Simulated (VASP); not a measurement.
# Zn (P6_3/mmc) in VASP: further runs

Zn is run at these levels: PBEsol; tasks: electric field gradients.

Program: VASP 6.6.1. These are calculated values, not measurements. Logs are shortened: lines on timing, memory, paths and dates and some standing lists are left out, and cuts for length are marked.

## Step 1: The cell of the first run

The structure is hexagonal, space group P6_3/mmc (No. 194). Conventional cell: a = 2.620 Å, b = 2.620 Å, c = 4.863 Å, α = 90.00°, β = 90.00°, γ = 120.00°. Zn (site symmetry -6m2) has 12 Zn at 2.62 to 2.86 Å within 3.5 Å.

## Step 2: Electric field gradients, PBEsol (volume scaled by 0.95)

Contents of INCAR:

```
  PREC = Accurate
  ENCUT = 520
  EDIFF = 1E-8
  ISMEAR = -1
  SIGMA = 0.03
  LREAL = False
  LASPH = True
  NELM = 100
  ALGO = Normal
  ISIF = 2
  LWAVE = False
  LCHARG = False
  GGA = PS
  LEFG = True
  NBANDS = 19
```

Contents of KPOINTS:

```
regular mesh
0
Gamma
  18 18 8
```

Contents of POSCAR:

```
Zn
1.0
    2.6196232574      0.0000000000      0.0000000000
   -1.3098116287      2.2686602892      0.0000000000
    0.0000000000      0.0000000000      4.8628414268
Zn
2
Direct
    0.3333333333      0.6666666667      0.2500000000
    0.6666666667      0.3333333333      0.7500000000
```

Potentials or basis: VASP PAW PBE potentials, release 64 (Zn).

Launch:

```console
cat potpaw_PBE.64/Zn/POTCAR > POTCAR
mpirun -np 1 vasp_std > vasp.out
```

OUTCAR:

```text
PREC = Accurate
   ENCUT = 520
   EDIFF = 1E-8
   ISMEAR = -1
   LREAL = False
   LASPH = True
   NELM = 100
   ISIF = 2
   GGA = PS

 ion  position               nearest neighbor table
   1  0.333  0.667  0.250-   2 2.86   2 2.86   2 2.86   2 2.86   2 2.86   2 2.86
   2  0.667  0.333  0.750-   1 2.86   1 2.86   1 2.86   1 2.86   1 2.86   1 2.86

  LATTYP: Found a hexagonal cell.
 ALAT       =     2.6196232574
 C/A-ratio  =     1.8563132745

  Lattice vectors:

 A1 = (   2.6196232574,   0.0000000000,   0.0000000000)
 A2 = (  -1.3098116287,   2.2686602892,   0.0000000000)
 A3 = (   0.0000000000,   0.0000000000,   4.8628414268)

Analysis of symmetry for initial positions (statically):
=====================================================================
 Subroutine PRICEL returns:
 Original cell was already a primitive cell.

 Routine SETGRP: Setting up the symmetry group for a
 hexagonal supercell.

 Subroutine GETGRP returns: Found 24 space group operations
 (whereof 12 operations were pure point group operations)
 out of a pool of 24 trial point group operations.

The static configuration has the point symmetry D_3d.
 The point group associated with its full space group is D_6h.

Analysis of symmetry for dynamics (positions and initial velocities):
=====================================================================
 Subroutine PRICEL returns:
 Original cell was already a primitive cell.

 Routine SETGRP: Setting up the symmetry group for a
 hexagonal supercell.

 Subroutine GETGRP returns: Found 24 space group operations
 (whereof 12 operations were pure point group operations)
 out of a pool of 24 trial point group operations.

The dynamic configuration has the point symmetry D_3d.
 The point group associated with its full space group is D_6h.

 Subroutine INISYM returns: Found 24 space group operations
 (whereof 12 operations are pure point group operations),
 and found     1 'primitive' translations

----------------------------------------------------------------------------------------

                                     Primitive cell

  volume of cell :      28.9000

  direct lattice vectors                    reciprocal lattice vectors
     2.619623257  0.000000000  0.000000000     0.381734281  0.220394390  0.000000000
    -1.309811629  2.268660289  0.000000000     0.000000000  0.440788780  0.000000000
     0.000000000  0.000000000  4.862841427     0.000000000  0.000000000  0.205641088

  length of vectors
     2.619623257  2.619623257  4.862841427     0.440788780  0.440788780  0.205641088

  position of ions in fractional coordinates (direct lattice)
     0.333333333  0.666666667  0.250000000
     0.666666667  0.333333333  0.750000000

  ion indices of the primitive-cell ions
   primitive index   ion index
                 1           1
                 2           2

----------------------------------------------------------------------------------------

 KPOINTS: regular mesh

Automatic generation of k-mesh.
 Grid dimensions read from file:
 generate k-points for:   18   18    8

 Generating k-lattice:

  Cartesian coordinates                     Fractional coordinates (reciprocal lattice)
     0.021207460  0.012244133  0.000000000     0.055555556 -0.000000000  0.000000000
     0.000000000  0.024488266  0.000000000     0.000000000  0.055555556  0.000000000
     0.000000000  0.000000000  0.025705136     0.000000000  0.000000000  0.125000000

  Length of vectors
     0.024488266  0.024488266  0.025705136

  Shift w.r.t. Gamma in fractional coordinates (k-lattice)
     0.000000000  0.000000000  0.000000000

 Subroutine IBZKPT returns following result:
 ===========================================

 Found    185 irreducible k-points:

 Following reciprocal coordinates:
            Coordinates               Weight
  0.000000  0.000000  0.000000      1.000000
  0.055556 -0.000000  0.000000      6.000000
  0.111111 -0.000000  0.000000      6.000000
  0.166667 -0.000000  0.000000      6.000000
  0.222222 -0.000000  0.000000      6.000000
  0.277778  0.000000  0.000000      6.000000
[... 16 lines left out ...]
  0.333333  0.111111  0.000000     12.000000
  0.388889  0.111111  0.000000     12.000000
 [... further k-points ...]
   k-points           NKPTS =    185   k-points in BZ     NKDIM =    185   number of bands    NBANDS=     19
   number of dos      NEDOS =    301   number of ions     NIONS =      2
   total plane-waves  NPLWV =  14400
   dimension x,y,z NGX =    20 NGY =   20 NGZ =   36
   dimension x,y,z NGXF=    40 NGYF=   40 NGZF=   72
   ions per type =               2
   NGX,Y,Z   is equivalent  to a cutoff of  12.69, 12.69, 12.31 a.u.
   NGXF,Y,Z  is equivalent  to a cutoff of  25.38, 25.38, 24.61 a.u.
 SYSTEM =  unknown system
   PREC   = accura    normal or accurate (medium, high low for compatibility)
   ISTART =      0    job   : 0-new  1-cont  2-samecut
   ICHARG =      2    charge: 1-file 2-atom 10-const
   ISPIN  =      1    spin polarized calculation?
   LNONCOLLINEAR =      F non collinear calculations
   LSORBIT =      F    spin-orbit coupling
   LASPH  =      T    aspherical Exc in radial PAW
   ENCUT  =  520.0 eV  38.22 Ry    6.18 a.u.   4.87  4.87  9.04*2*pi/ulx,y,z
   NELM   =    100;   NELMIN=  2; NELMDL= -5     # of ELM steps
   EDIFF  = 0.1E-07   stopping-criterion for ELM
   LREAL  =      F    real-space projection
   EDIFFG = 0.1E-06   stopping-criterion for IOM
   NSW    =      0    number of steps for IOM
   IBRION =     -1    ionic relax: 0-MD 1-quasi-New 2-CG
   NFREE  =      0    steps in history (QN), initial steepest desc. (CG)
   ISIF   =      2    stress and relaxation
   ISYM   =      2    0-nonsym 1-usesym 2-fastsym
   POTIM  = 0.5000    time-step for ionic-motion
   TEBEG  =    0.0;   TEEND  =   0.0 temperature during run
   PSTRESS=    0.0 pullay stress
   NELECT =      24.0000    total number of electrons
   NUPDOWN=      -1.0000    fix difference up-down
   EMIN   =  10.00;   EMAX   =-10.00  energy-range for DOS
   EFERMI =   0.00;   METHOD = LEGACY
   ISMEAR =    -1;   SIGMA  =   0.03  broadening in eV -4-tet -1-fermi 0-gaus
   EFERMI_NEDOS =   21; number of points for ismear=-14 and -15
   IALGO  =     38    algorithm
   IMIX   =      4    mixing-type and parameters
     AMIX     =   0.40;   BMIX     =  1.00
     AMIX_MAG =   1.60;   BMIX_MAG =  1.00
  volume/ion in A,a.u.               =      14.45        97.51
  Fermi-wavevector in a.u.,A,eV,Ry     =   1.538789  2.907890 32.216854  2.367872
  Thomas-Fermi vector in A             =   2.645108
   LORBIT       =      0    0 simple, 1 ext, 2 COOP (PROOUT), +10 PAW based schemes
   GGA     = PS    functional components
   LHFCALC =     F    Hartree Fock is set to
   AEXX    =    0.0000 exact exchange contribution
   IVDW    =     0    specifies the selected vdW correction
   LEPSILON=     F    determine dielectric tensor
   LRPA    =     F    only Hartree local field effects (RPA)
 non-spin polarized calculation
  energy-cutoff  :      520.00
  volume of cell :       28.90
 maximum number of plane-waves:       796
 NGX is ok and might be reduce to    20
   NGX =  9   NGY =  9   NGZ = 19

 number of electron      24.0000037 magnetization

 Free energy of the ion-electron system (eV)
  ---------------------------------------------------
  ext. energy  EPLUGINS =         0.00000000
  ---------------------------------------------------
  free energy    TOTEN  =        -3.17013784 eV

  energy without entropy =       -3.16872287  energy(sigma->0) =       -3.16943035

 E-fermi :   3.4591     XC(G=0): -11.9723

 val. band max:        3.4433356762   @ k =   0.3333   0.2778   0.0000
 cond. band min:       3.5105299280   @ k =   0.3333   0.3333   0.1250
 fundamental gap:      0.0671942518
 Fermi energy:         3.4591418350

 k-point     1 :       0.0000    0.0000    0.0000
  band No.  band energies     occupation
      1      -7.5219      2.00000
      2      -5.5215      2.00000
      3      -4.7317      2.00000
      4      -4.4797      2.00000
      5      -4.4797      2.00000
      6      -4.4239      2.00000
[... 11 lines left out ...]
     18      22.9984      0.00000
     19      23.0438      0.00000

 k-point     2 :       0.0556   -0.0000    0.0000
  band No.  band energies     occupation
      1      -7.4269      2.00000
      2      -5.4775      2.00000
      3      -4.7212      2.00000
      4      -4.4900      2.00000
      5      -4.4560      2.00000
      6      -4.4352      2.00000
[... 11 lines left out ...]
     18      22.0645      0.00000
     19      23.9908      0.00000

 k-point     3 :       0.1111   -0.0000    0.0000
  band No.  band energies     occupation
      1      -7.1455      2.00000
      2      -5.3568      2.00000
      3      -4.6975      2.00000
      4      -4.5133      2.00000
      5      -4.4583      2.00000
      6      -4.3873      2.00000
[... 11 lines left out ...]
     18      21.3830      0.00000
     19      23.1902      0.00000

 k-point     4 :       0.1667   -0.0000    0.0000
  band No.  band energies     occupation
      1      -6.6918      2.00000
      2      -5.1992      2.00000
      3      -4.6801      2.00000
      4      -4.5454      2.00000
      5      -4.4382      2.00000
      6      -4.3372      2.00000
[... 11 lines left out ...]
     18      20.1001      0.00000
     19      21.0046      0.00000

 k-point     5 :       0.2222   -0.0000    0.0000
  band No.  band energies     occupation
      1      -6.1105      2.00000
      2      -5.0875      2.00000
      3      -4.6403      2.00000
      4      -4.5668      2.00000
      5      -4.5363      2.00000
      6      -4.3180      2.00000
[... 11 lines left out ...]
     18      19.4956      0.00000
     19      19.7165      0.00000
[... 334 lines left out ...]
      2      -4.9758      2.00000
      3      -4.7271      2.00000
      4      -4.6249      2.00000
      5      -4.5500      2.00000
      6      -4.3786      2.00000
[... 11 lines left out ...]
     18      18.2882      0.00000
     19      19.2124      0.00000

 k-point    22 :       0.2778    0.1111    0.0000
  band No.  band energies     occupation
      1      -5.1141      2.00000
      2      -5.0294      2.00000
      3      -4.8469      2.00000
      4      -4.4665      2.00000
      5      -4.4278      2.00000
      6      -4.4083      2.00000
[... 11 lines left out ...]
     18      17.6199      0.00000
     19      18.6797      0.00000

 k-point    23 :       0.3333    0.1111    0.0000
  band No.  band energies     occupation
      1      -5.1359      2.00000
      2      -5.0563      2.00000
      3      -4.9322      2.00000
      4      -4.4621      2.00000
      5      -4.3820      2.00000
      6      -4.3067      2.00000
[... 11 lines left out ...]
     18      17.1214      0.00000
     19      18.2728      0.00000

 k-point    24 :       0.3889    0.1111    0.0000
  band No.  band energies     occupation
      1      -5.1772      2.00000
      2      -5.0790      2.00000
      3      -4.9828      2.00000
      4      -4.4808      2.00000
      5      -4.3474      2.00000
      6      -4.3274      2.00000
[... 11 lines left out ...]
     18      16.8136      0.00000
     19      18.0238      0.00000

 [... further k-points ...]

------------------------ aborting loop because EDIFF is reached ----------------------------------------

  FORCE on cell =-STRESS in cart. coord.  units (eV):
  Direction    XX          YY          ZZ          XY          YZ          ZX
  --------------------------------------------------------------------------------------
  -------------------------------------------------------------------------------------
  Total       -0.2650507     -0.2650507     -0.1348498      0.0000000      0.0000000      0.0000000
  in kB      -14.6940350    -14.6940350     -7.4758800      0.0000000      0.0000000      0.0000000
  external PRESSURE =     -12.2879834 kB  Pullay stress =       0.0000000 kB

 VOLUME and BASIS-vectors are now :
 -----------------------------------------------------------------------------
  energy-cutoff  :      520.00
  volume of cell :       28.90
      direct lattice vectors                 reciprocal lattice vectors
     2.619623257  0.000000000  0.000000000     0.381734281  0.220394390  0.000000000
    -1.309811629  2.268660289  0.000000000     0.000000000  0.440788780  0.000000000
     0.000000000  0.000000000  4.862841427     0.000000000  0.000000000  0.205641088

 POSITION                                       TOTAL-FORCE (eV/Angst)
 -----------------------------------------------------------------------------------
     -0.00000      1.51244      1.21571         0.000000     -0.000000      0.000000
      1.30981      0.75622      3.64713        -0.000000      0.000000      0.000000
 -----------------------------------------------------------------------------------
    total drift:                               -0.000000      0.000000      0.000000

  FREE ENERGIE OF THE ION-ELECTRON SYSTEM (eV)
  ---------------------------------------------------
  free  energy   TOTEN  =        -3.1701378382 eV

  energy  without entropy=       -3.1687228683  energy(sigma->0) =       -3.16943035

 Electric field gradients (V/A^2)
---------------------------------------------------------------------
 ion       V_xx      V_yy      V_zz      V_xy      V_xz      V_yz
---------------------------------------------------------------------
   1     -19.202   -19.201    38.403     0.000     0.000    -0.000
   2     -19.202   -19.201    38.403     0.000    -0.000     0.000
---------------------------------------------------------------------

 Electric field gradients after diagonalization (V/A^2)
 (convention: |V_zz| > |V_xx| > |V_yy|)
----------------------------------------------------------------------
 ion       V_xx      V_yy      V_zz     asymmetry (V_yy - V_xx)/ V_zz
----------------------------------------------------------------------
   1     -19.202   -19.201    38.403       0.000
   2     -19.202   -19.201    38.403       0.000
----------------------------------------------------------------------

           NMR quadrupolar parameters

 Cq : quadrupolar parameter    Cq=e*Q*V_zz/h
 eta: asymmetry parameters     (V_yy - V_xx)/ V_zz
 Q  : nuclear electric quadrupole moment in mb (millibarn)
----------------------------------------------------------------------
 ion       Cq(MHz)       eta       Q (mb)
----------------------------------------------------------------------
   1       0.093       0.000       1.000
   2       0.093       0.000       1.000
----------------------------------------------------------------------
```

Run time: 40 s. Hardware: 1 thread of Intel Xeon 6975P-C (Granite Rapids), shared host; peak memory 0.2 GiB.

Results:

| Item | Value |
| --- | --- |
| Free energy | -3.1701 eV |
| Pressure | -1.2 GPa |
| Band gap on the k mesh | zero (band 12 reaches 4.96 eV, above the bottom of band 13 at 0.32 eV) |

Stress tensor (GPa, compression positive):
```
-1.47  0.00  0.00
 0.00 -1.47  0.00
 0.00  0.00 -0.75
```

Electric field gradients, principal values (V/Å²):
```tsv
atom	least	middle	greatest (by size)
1 Zn	-19.201	-19.202	38.403
2 Zn	-19.201	-19.202	38.403
```

Caveat: without QUAD_EFG the Cq values of the log hold for a quadrupole moment of 1 mb, not for the nuclei; the PAW data sets were made with another functional, which shifts forces and pressure a little.

[end of part 1 of 2]
